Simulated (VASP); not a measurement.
Runs of VASP 6.6.1 on TiNi. The structure is that of space group Pm-3m (No. 221), or close to it. The cells are those of the table. 

```csv
cell,k mesh,gap on the mesh (eV),pressure (GPa)
"a = 2.715 Å, 2 atoms",16 × 16 × 16,none,90.8
"a = 2.966, b = 2.966, c = 3.078 Å, 2 atoms",18 × 18 × 18,none,-2.1
"a = 2.978, b = 2.978, c = 3.034 Å, 2 atoms",18 × 18 × 18,none,(a)
"a = 2.929, b = 2.929, c = 3.123 Å, 2 atoms",18 × 18 × 18,none,-0.4
"a = 3.028, b = 3.028, c = 2.899 Å, 2 atoms",18 × 18 × 18,none,(b)
```

Alike in all rows: task single point; level r2SCAN; potentials or basis VASP PAW PBE potentials, release 64 (Ti_sv, Ni); no spin polarisation; cutoff (eV) 520; smearing gaussian 0.1 eV.

**Question.** Fill in the values left out.

**Answer.** (a) -0.9; (b) 1.2.

Caveats: the PAW data sets were made with another functional, which shifts forces and pressure a little.

A gap of «none» marks levels without a gap at the run's occupations.
